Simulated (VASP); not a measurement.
**SrAsPt: single point with LDA**

The system is SrAsPt.

```
CELL_PARAMETERS angstrom
4.18914 0.00000 0.00000
-2.09457 3.62790 0.00000
0.00000 0.00000 8.91795
ATOMIC_POSITIONS crystal
Sr 0.00000 0.00000 0.50000
Sr 0.00000 0.00000 0.00000
As 0.33333 0.66667 0.75000
As 0.66667 0.33333 0.25000
Pt 0.33333 0.66667 0.25000
Pt 0.66667 0.33333 0.75000
```

```
Program                : VASP 6.6.1
Task                   : single point
Functional             : LDA
Potentials or basis    : VASP PAW LDA potentials, release 64 (Sr_sv, As, Pt)
Cutoff                 : 520 eV
k mesh                 : 6 × 6 × 3
Occupations            : methfessel-paxton, width 0.05 eV
Spin                   : no spin polarisation
Dipole correction      : no
Further INCAR settings : ALGO = Normal; EDIFF = 1e-06; NBANDS = 34
```

```json
{"Pressure": "0.4 GPa", "Band gap on the k mesh": "zero (bands 25 and 26 overlap by 1.91 eV)"}
```

Stress tensor (GPa, compression positive):
```
 1.17  0.00  0.00
 0.00  1.17  0.00
 0.00  0.00 -1.26
```

Levels at points of the mesh, in eV from the Fermi level:
```tsv
k point	band 22	band 23	band 24	band 25	band 26	band 27	band 28	band 29
(0.00, 0.00, 0.00)	-1.48	1.15	1.48	1.48	1.77	2.50	2.71	2.71
(0.50, 0.00, 0.00)	-2.53	-1.29	-0.61	-0.25	-0.17	0.70	2.21	4.11
```

Wall time 81 s on 1 thread of Intel Xeon 8259CL, with other jobs on the host, peak memory 0.25 GiB.

Caveat: spin-orbit coupling is left out, which moves the levels of the heavy elements.
